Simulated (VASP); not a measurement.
# ZnSe in VASP: a series of runs

Runs on ZnSe. Level: PBE. Tasks: single point.

Program: VASP 6.6.1. These are calculated values, not measurements. Logs are shortened: lines on timing, memory, paths and dates and some standing lists are left out, and cuts for length are marked.

### Step 1. The cell of the first run

The cell holds a slab with vacuum, 12 atoms: a = 4.053 Å, b = 5.732 Å, c = 25.132 Å, α = 90.00°, β = 90.00°, γ = 90.00°.

### Step 2. Single point, PBE

INCAR

```
SYSTEM = ZnSe
PREC = Accurate
ENCUT = 520
EDIFF = 1E-7
ISMEAR = 0
SIGMA = 0.05
LREAL = .FALSE.
LASPH = .TRUE.
NELM = 80
ALGO = Normal
ISIF = 2
LWAVE = .FALSE.
LCHARG = .FALSE.
LDIPOL = .TRUE.
IDIPOL = 3
DIPOL = 0.5 0.5 0.500
GGA = PE
NBANDS = 66
KPAR = 2
```

KPOINTS

```
Automatic mesh
0
G
  7 5 1
  0 0 0
```

POSCAR

```
ZnSe
1.0
    4.0529671166      0.0000000000      0.0000000000
    0.0000000000      5.7317610641      0.0000000000
    0.0000000000      0.0000000000     25.1324177915
Zn Se
6 6
Direct
    0.5000000000      0.5000000000      0.2984193587
    0.0000000000      0.0000000000      0.3790516152
    0.5000000000      0.5000000000      0.4596838717
    0.0000000000      0.0000000000      0.5403161283
    0.5000000000      0.5000000000      0.6209483848
    0.0000000000      0.0000000000      0.7015806413
    0.0000000000      0.7500000000      0.2984193587
    0.5000000000      0.2500000000      0.3790516152
    0.0000000000      0.7500000000      0.4596838717
    0.5000000000      0.2500000000      0.5403161283
    0.0000000000      0.7500000000      0.6209483848
    0.5000000000      0.2500000000      0.7015806413
```

Potentials or basis: VASP PAW PBE potentials, release 64 (Zn, Se).

Launch:

```console
$ cat potpaw_PBE.64/Zn/POTCAR potpaw_PBE.64/Se/POTCAR > POTCAR
$ mpirun -np 2 vasp_std > vasp.out
```

OUTCAR:

```text
SYSTEM = ZnSe
   PREC = Accurate
   ENCUT = 520
   EDIFF = 1E-7
   ISMEAR = 0
   LREAL = .FALSE.
   LASPH = .TRUE.
   NELM = 80
   ISIF = 2
   GGA = PE

 ion  position               nearest neighbor table
   1  0.500  0.500  0.298-   8 2.48   7 2.48   7 2.48
   2  0.000  0.000  0.379-   7 2.48   9 2.48   8 2.48   8 2.48
   3  0.500  0.500  0.460-   8 2.48   9 2.48   9 2.48  10 2.48
   4  0.000  0.000  0.540-  11 2.48  10 2.48  10 2.48   9 2.48
   5  0.500  0.500  0.621-  12 2.48  10 2.48  11 2.48  11 2.48
   6  0.000  0.000  0.702-  11 2.48  12 2.48  12 2.48
   7  0.000  0.750  0.298-   2 2.48   1 2.48   1 2.48
   8  0.500  0.250  0.379-   1 2.48   3 2.48   2 2.48   2 2.48
   9  0.000  0.750  0.460-   2 2.48   3 2.48   3 2.48   4 2.48
  10  0.500  0.250  0.540-   5 2.48   4 2.48   4 2.48   3 2.48
  11  0.000  0.750  0.621-   6 2.48   4 2.48   5 2.48   5 2.48
  12  0.500  0.250  0.702-   5 2.48   6 2.48   6 2.48

  LATTYP: Found a simple orthorhombic cell.
 ALAT       =     4.0529671166
 B/A-ratio  =     1.4142135624
 C/A-ratio  =     6.2009922776

  Lattice vectors:

 A1 = (   4.0529671166,   0.0000000000,   0.0000000000)
 A2 = (   0.0000000000,   5.7317610641,   0.0000000000)
 A3 = (   0.0000000000,   0.0000000000,  25.1324177915)

Analysis of symmetry for initial positions (statically):
=====================================================================
 Subroutine PRICEL returns:
 Original cell was already a primitive cell.

 Routine SETGRP: Setting up the symmetry group for a
 simple orthorhombic supercell.

 Subroutine GETGRP returns: Found  4 space group operations
 (whereof  2 operations were pure point group operations)
 out of a pool of  8 trial point group operations.

The static configuration has the point symmetry C_1h.
 The point group associated with its full space group is C_2v.

Analysis of symmetry for dynamics (positions and initial velocities):
=====================================================================
 Subroutine PRICEL returns:
 Original cell was already a primitive cell.

 Routine SETGRP: Setting up the symmetry group for a
 simple orthorhombic supercell.

 Subroutine GETGRP returns: Found  4 space group operations
 (whereof  2 operations were pure point group operations)
 out of a pool of  8 trial point group operations.

The dynamic configuration has the point symmetry C_1h.
 The point group associated with its full space group is C_2v.

 Subroutine INISYM returns: Found  4 space group operations
 (whereof  2 operations are pure point group operations),
 and found     1 'primitive' translations

----------------------------------------------------------------------------------------

                                     Primitive cell

  volume of cell :     583.8421

  direct lattice vectors                    reciprocal lattice vectors
     4.052967117  0.000000000  0.000000000     0.246732819  0.000000000  0.000000000
     0.000000000  5.731761064  0.000000000     0.000000000  0.174466449  0.000000000
     0.000000000  0.000000000 25.132417791     0.000000000  0.000000000  0.039789248

  length of vectors
     4.052967117  5.731761064 25.132417791     0.246732819  0.174466449  0.039789248

  position of ions in fractional coordinates (direct lattice)
     0.500000000  0.500000000  0.298419359
     0.000000000  0.000000000  0.379051615
     0.500000000  0.500000000  0.459683872
     0.000000000  0.000000000  0.540316128
     0.500000000  0.500000000  0.620948385
     0.000000000  0.000000000  0.701580641
     0.000000000  0.750000000  0.298419359
     0.500000000  0.250000000  0.379051615
     0.000000000  0.750000000  0.459683872
     0.500000000  0.250000000  0.540316128
     0.000000000  0.750000000  0.620948385
     0.500000000  0.250000000  0.701580641

  ion indices of the primitive-cell ions
   primitive index   ion index
                 1           1
                 2           2
                 3           3
                 4           4
                 5           5
                 6           6
                 7           7
                 8           8
                 9           9
                10          10
                11          11
                12          12

----------------------------------------------------------------------------------------

 KPOINTS: Automatic mesh

Automatic generation of k-mesh.
 Grid dimensions read from file:
 generate k-points for:    7    5    1

 Generating k-lattice:

  Cartesian coordinates                     Fractional coordinates (reciprocal lattice)
     0.035247546  0.000000000  0.000000000     0.142857143  0.000000000  0.000000000
     0.000000000  0.034893290  0.000000000     0.000000000  0.200000000  0.000000000
     0.000000000  0.000000000  0.039789248     0.000000000  0.000000000  1.000000000

  Length of vectors
     0.035247546  0.034893290  0.039789248

  Shift w.r.t. Gamma in fractional coordinates (k-lattice)
     0.000000000  0.000000000  0.000000000

 Subroutine IBZKPT returns following result:
 ===========================================

 Found     12 irreducible k-points:

 Following reciprocal coordinates:
            Coordinates               Weight
  0.000000  0.000000  0.000000      1.000000
  0.142857  0.000000  0.000000      2.000000
  0.285714  0.000000  0.000000      2.000000
  0.428571  0.000000  0.000000      2.000000
  0.000000  0.200000  0.000000      2.000000
  0.142857  0.200000  0.000000      4.000000
  0.285714  0.200000  0.000000      4.000000
  0.428571  0.200000  0.000000      4.000000
  0.000000  0.400000  0.000000      2.000000
  0.142857  0.400000  0.000000      4.000000
  0.285714  0.400000  0.000000      4.000000
  0.428571  0.400000  0.000000      4.000000
   k-points           NKPTS =     12   k-points in BZ     NKDIM =     12   number of bands    NBANDS=     66
   number of dos      NEDOS =    301   number of ions     NIONS =     12
   total plane-waves  NPLWV = 276480
   dimension x,y,z NGX =    30 NGY =   48 NGZ =  192
   dimension x,y,z NGXF=    60 NGYF=   96 NGZF=  384
   ions per type =               6   6
   NGX,Y,Z   is equivalent  to a cutoff of  12.31, 13.92, 12.70 a.u.
   NGXF,Y,Z  is equivalent  to a cutoff of  24.61, 27.84, 25.40 a.u.
 SYSTEM =  ZnSe
   PREC   = accura    normal or accurate (medium, high low for compatibility)
   ISTART =      0    job   : 0-new  1-cont  2-samecut
   ICHARG =      2    charge: 1-file 2-atom 10-const
   ISPIN  =      1    spin polarized calculation?
   LNONCOLLINEAR =      F non collinear calculations
   LSORBIT =      F    spin-orbit coupling
   LASPH  =      T    aspherical Exc in radial PAW
   ENCUT  =  520.0 eV  38.22 Ry    6.18 a.u.   7.54 10.66 46.73*2*pi/ulx,y,z
   NELM   =     80;   NELMIN=  2; NELMDL= -5     # of ELM steps
   EDIFF  = 0.1E-06   stopping-criterion for ELM
   LREAL  =      F    real-space projection
   EDIFFG = 0.1E-05   stopping-criterion for IOM
   NSW    =      0    number of steps for IOM
   IBRION =     -1    ionic relax: 0-MD 1-quasi-New 2-CG
   NFREE  =      0    steps in history (QN), initial steepest desc. (CG)
   ISIF   =      2    stress and relaxation
   ISYM   =      2    0-nonsym 1-usesym 2-fastsym
   POTIM  = 0.5000    time-step for ionic-motion
   TEBEG  =    0.0;   TEEND  =   0.0 temperature during run
   PSTRESS=    0.0 pullay stress
   NELECT =     108.0000    total number of electrons
   NUPDOWN=      -1.0000    fix difference up-down
   EMIN   =  10.00;   EMAX   =-10.00  energy-range for DOS
   EFERMI =   0.00;   METHOD = LEGACY
   ISMEAR =     0;   SIGMA  =   0.05  broadening in eV -4-tet -1-fermi 0-gaus
   EFERMI_NEDOS =   21; number of points for ismear=-14 and -15
   IALGO  =     38    algorithm
   IMIX   =      4    mixing-type and parameters
     AMIX     =   0.40;   BMIX     =  1.00
     AMIX_MAG =   1.60;   BMIX_MAG =  1.00
  volume/ion in A,a.u.               =      48.65       328.33
  Fermi-wavevector in a.u.,A,eV,Ry     =   0.932791  1.762719 11.838412  0.870099
  Thomas-Fermi vector in A             =   2.059425
   LORBIT       =      0    0 simple, 1 ext, 2 COOP (PROOUT), +10 PAW based schemes
   GGA     = PE    functional components
   LHFCALC =     F    Hartree Fock is set to
   AEXX    =    0.0000 exact exchange contribution
   IVDW    =     0    specifies the selected vdW correction
   LEPSILON=     F    determine dielectric tensor
   LRPA    =     F    only Hartree local field effects (RPA)
 non-spin polarized calculation
 Gauss-broadening in eV      SIGMA  =   0.05
  energy-cutoff  :      520.00
  volume of cell :      583.84
 maximum number of plane-waves:     15780
 NGX is ok and might be reduce to    30
   NGX = 15   NGY = 21   NGZ = 93

 dipolmoment           0.000000      0.000000      0.000000 electrons x Angstroem

 number of electron     108.0000068 magnetization

 dipolmoment           0.000000      0.000000     -0.000000 electrons x Angstroem

 Free energy of the ion-electron system (eV)
  ---------------------------------------------------
  ext. energy  EPLUGINS =         0.00000000
  ---------------------------------------------------
  free energy    TOTEN  =       -34.31157725 eV

  energy without entropy =      -34.31157725  energy(sigma->0) =      -34.31157725

 E-fermi :  -1.8523     XC(G=0):  -4.9897

 val. band max:       -2.0688625666   @ k =   0.0000   0.0000   0.0000
 cond. band min:      -1.0131058162   @ k =   0.0000   0.0000   0.0000
 fundamental gap:      1.0557567504
 Fermi energy:        -1.8523362729

 k-point     1 :       0.0000    0.0000    0.0000
  band No.  band energies     occupation
      1     -15.0162      2.00000
      2     -14.7512      2.00000
      3     -14.3966      2.00000
      4     -14.1665      2.00000
      5     -13.7743      2.00000
      6     -13.7724      2.00000
[... 58 lines left out ...]
     65       3.4077      0.00000
     66       3.5604      0.00000

 k-point     2 :       0.1429    0.0000    0.0000
  band No.  band energies     occupation
      1     -14.9375      2.00000
      2     -14.6847      2.00000
      3     -14.3529      2.00000
      4     -14.1546      2.00000
      5     -13.7387      2.00000
      6     -13.7387      2.00000
[... 58 lines left out ...]
     65       3.0453      0.00000
     66       3.1083      0.00000

 k-point     3 :       0.2857    0.0000    0.0000
  band No.  band energies     occupation
      1     -14.7294      2.00000
      2     -14.5176      2.00000
      3     -14.2600      2.00000
      4     -14.1529      2.00000
      5     -13.6611      2.00000
      6     -13.6561      2.00000
[... 610 lines left out ...]
     65       3.9976      0.00000
     66       4.0105      0.00000

 k-point    12 :       0.4286    0.4000    0.0000
  band No.  band energies     occupation
      1     -14.4029      2.00000
      2     -14.3606      2.00000
      3     -14.2313      2.00000
      4     -14.2248      2.00000
      5     -13.5898      2.00000
      6     -13.5885      2.00000
[... 58 lines left out ...]
     65       3.9828      0.00000
     66       4.0371      0.00000

------------------------ aborting loop because EDIFF is reached ----------------------------------------

 vacuum level on the upper side and lower side of the slab       (xc-potential included)        -0.063        -0.063

  FORCE on cell =-STRESS in cart. coord.  units (eV):
  Direction    XX          YY          ZZ          XY          YZ          ZX
  --------------------------------------------------------------------------------------
  -------------------------------------------------------------------------------------
  Total       -2.2749284     -2.1011272     -0.1258473      0.0000000      0.0000000      0.0000000
  in kB       -6.2428498     -5.7659053     -0.3453496      0.0000000      0.0000000      0.0000000
  external PRESSURE =      -4.1180349 kB  Pullay stress =       0.0000000 kB

 VOLUME and BASIS-vectors are now :
 -----------------------------------------------------------------------------
  energy-cutoff  :      520.00
  volume of cell :      583.84
      direct lattice vectors                 reciprocal lattice vectors
     4.052967117  0.000000000  0.000000000     0.246732819  0.000000000  0.000000000
     0.000000000  5.731761064  0.000000000     0.000000000  0.174466449  0.000000000
     0.000000000  0.000000000 25.132417791     0.000000000  0.000000000  0.039789248

 POSITION                                       TOTAL-FORCE (eV/Angst)
 -----------------------------------------------------------------------------------
      2.02648      2.86588      7.50000         0.000000      1.023904      1.026654
      0.00000      0.00000      9.52648         0.000000     -0.202899     -0.009305
      2.02648      2.86588     11.55297         0.000000      0.094929      0.081886
      0.00000      0.00000     13.57945         0.000000      0.094929     -0.081886
      2.02648      2.86588     15.60593         0.000000     -0.202899      0.009305
      0.00000      0.00000     17.63242         0.000000      1.023904     -1.026654
      0.00000      4.29882      7.50000         0.000000     -0.513226     -0.851958
      2.02648      1.43294      9.52648         0.000000     -0.367983     -0.343444
      0.00000      4.29882     11.55297         0.000000     -0.034725      0.149930
      2.02648      1.43294     13.57945         0.000000     -0.034725     -0.149930
      0.00000      4.29882     15.60593         0.000000     -0.367983      0.343444
      2.02648      1.43294     17.63242         0.000000     -0.513226      0.851958
 -----------------------------------------------------------------------------------
    total drift:                                0.000000     -0.000381      0.000000

  FREE ENERGIE OF THE ION-ELECTRON SYSTEM (eV)
  ---------------------------------------------------
  free  energy   TOTEN  =       -34.3115772458 eV

  energy  without entropy=      -34.3115772458  energy(sigma->0) =      -34.31157725

 vacuum level on the upper side and lower side of the slab         3.115         3.115
```

Wall time 9.8 min (2 MPI ranks of Intel Xeon Platinum 8259CL at 2.50GHz (Skylake/Cascade Lake), shared host); peak memory 0.76 GiB.

What came out:

| Quantity | Value |
| --- | --- |
| Free energy | -34.3116 eV |
| Largest force | 1.450 eV/Å |
| Band gap on the k mesh | 1.06 eV |

Forces in eV/Å, atoms in the order of the input:
```
Zn   0.000  1.024  1.027
Zn   0.000 -0.203 -0.009
Zn   0.000  0.095  0.082
Zn   0.000  0.095 -0.082
Zn   0.000 -0.203  0.009
Zn   0.000  1.024 -1.027
Se   0.000 -0.513 -0.852
Se   0.000 -0.368 -0.343
Se   0.000 -0.035  0.150
Se   0.000 -0.035 -0.150
Se   0.000 -0.368  0.343
Se   0.000 -0.513  0.852
```

Levels at points of the mesh, in eV from the valence-band top:
```tsv
k point	band 50	band 51	band 52	band 53	band 54	band 55	band 56	band 57	band 58	band 59
(0.00, 0.00, 0.00)	-0.42	-0.18	-0.18	-0.10	0.00	1.06	1.79	3.03	3.36	3.77
```

### Step 3. Single point, PBE

INCAR

```
SYSTEM = ZnSe
PREC = Accurate ; ENCUT = 520
EDIFF = 1E-7 ; ISMEAR = 0
SIGMA = 0.05 ; LREAL = .False.
LASPH = .True. ; NELM = 60
ALGO = Normal ; ISIF = 2
LWAVE = .False. ; LCHARG = .False.
LDIPOL = .True. ; IDIPOL = 3
DIPOL = 0.5 0.5 0.500 ; GGA = PE
NBANDS = 66 ; KPAR = 2
```

KPOINTS

```
Automatic mesh
0
Gamma
  7 5 1
  0 0 0
```

POSCAR

```
ZnSe
1.0
    4.0529671166      0.0000000000      0.0000000000
    0.0000000000      5.7317610641      0.0000000000
    0.0000000000      0.0000000000     25.1324177915
Zn Se
6 6
Direct
    0.5000000000      0.5560930283      0.3179479039
    0.0000000000     -0.0181585289      0.3744257594
    0.5000000000      0.4864613898      0.4616699111
    0.0000000000     -0.0135386013      0.5383300914
    0.5000000000      0.4818415147      0.6255742418
    0.0000000000      0.0560930618      0.6820520937
    0.0000000000      0.7535994947      0.2916093970
    0.5000000000      0.2339771492      0.3804766933
    0.0000000000      0.7380273904      0.4580715574
    0.5000000000      0.2380273986      0.5419284394
    0.0000000000      0.7339771733      0.6195233045
    0.5000000000      0.2535995294      0.7083906071
```

Potentials or basis: VASP PAW PBE potentials, release 64 (Zn, Se).

Launch:

```console
$ cat potpaw_PBE.64/Zn/POTCAR potpaw_PBE.64/Se/POTCAR > POTCAR
$ mpirun -np 2 vasp_std > vasp.out
```

Run time: 9.6 min. Hardware: 2 MPI ranks of Intel Xeon Platinum 8259CL at 2.50GHz (Skylake/Cascade Lake), shared host; peak memory 0.76 GiB.

Results (log left out):

- Free energy: -35.2997 eV
- Largest force: 0.026 eV/Å
- Band gap on the k mesh: 1.65 eV

Forces in eV/Å, atoms in the order of the input:
```
Zn   0.000 -0.006 -0.002
Zn   0.000  0.009  0.005
Zn   0.000 -0.007  0.004
Zn   0.000 -0.007 -0.004
Zn   0.000  0.009 -0.005
Zn   0.000 -0.006  0.002
Se   0.000  0.008 -0.025
Se   0.000 -0.012 -0.001
Se   0.000  0.008 -0.015
Se   0.000  0.008  0.015
Se   0.000 -0.012  0.001
Se   0.000  0.008  0.025
```

Levels at points of the mesh, in eV from the valence-band top:
```tsv
k point	band 50	band 51	band 52	band 53	band 54	band 55	band 56	band 57	band 58	band 59
(0.00, 0.00, 0.00)	-0.50	-0.33	-0.23	-0.15	0.00	1.65	2.51	3.16	3.26	3.61
```
